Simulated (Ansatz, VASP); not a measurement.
# YS2: VASP beside Ansatz

```
CELL_PARAMETERS angstrom
0.00000 3.91472 3.91472
3.91472 0.00000 3.91472
3.91472 3.91472 0.00000
ATOMIC_POSITIONS crystal
Y 0.50000 0.50000 0.50000
Y 0.75000 0.75000 0.75000
S 0.12500 0.12500 0.12500
S 0.62500 0.12500 0.12500
S 0.12500 0.62500 0.12500
S 0.12500 0.12500 0.62500
```

Alike in both runs: task single point; functional PBE; k mesh 4 × 4 × 4; occupations fermi-dirac, width 0.1 eV; no spin polarisation.

|  | VASP | Ansatz |
| --- | --- | --- |
| version | VASP 6.6.1 | Ansatz 0.2.0 |
| potentials or method | VASP PAW PBE potentials, release 64 (Y_sv, S), cutoff 500 eV | plane waves, PAW |
| valence electrons in the cell | 46 | 46 |

```csv
,VASP,Ansatz,Ansatz less VASP
pressure (GPa),-0.5,-0.4,+0.06
```
